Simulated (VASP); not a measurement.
A run of VASP 6.6.1 is set up as follows.

The input INCAR:

```
PREC     = Accurate       # precision mode
ENCUT    = 600            # plane-wave cutoff, eV
EDIFF    = 1E-6           # SCF threshold, eV
ISMEAR   = 0              # smearing method
SIGMA    = 0.1            # smearing width, eV
LREAL    = F              # projectors in reciprocal space
LASPH    = T              # aspherical terms in the spheres
NELM     = 120            # most SCF steps
ALGO     = Normal         # electronic algorithm
ISIF     = 2              # what is computed and relaxed
LWAVE    = F              # write WAVECAR
LCHARG   = F              # write CHGCAR
GGA      = CA             # functional
NBANDS   = 15             # bands
GGA_COMPAT= F
```

File KPOINTS:

```
regular mesh
0
Gamma
  8 8 8
```

The input POSCAR:

```
TaN
1.0
    0.0000000000      2.1950000000      2.1950000000
    2.1950000000      0.0000000000      2.1950000000
    2.1950000000      2.1950000000      0.0000000000
Ta N
1 1
Direct
    0.0000000000      0.0000000000      0.0000000000
    0.5000000000      0.5000000000      0.5000000000
```

Potentials or basis: VASP PAW LDA potentials, release 64 (Ta_pv, N).

Run with:

```console
$ cat potpaw_LDA.64/Ta_pv/POTCAR potpaw_LDA.64/N/POTCAR > POTCAR
$ mpirun -np 1 vasp_std > vasp.out
```

(1) What does it give for the band gap on the k mesh?

(2) What does it give for the pressure?

Results:

(1) zero (bands 8 and 9 overlap by 4.04 eV).

(2) -8.1 GPa.

Caveat: the cell stands under tension; spin-orbit coupling is left out, which moves the levels of the heavy elements.
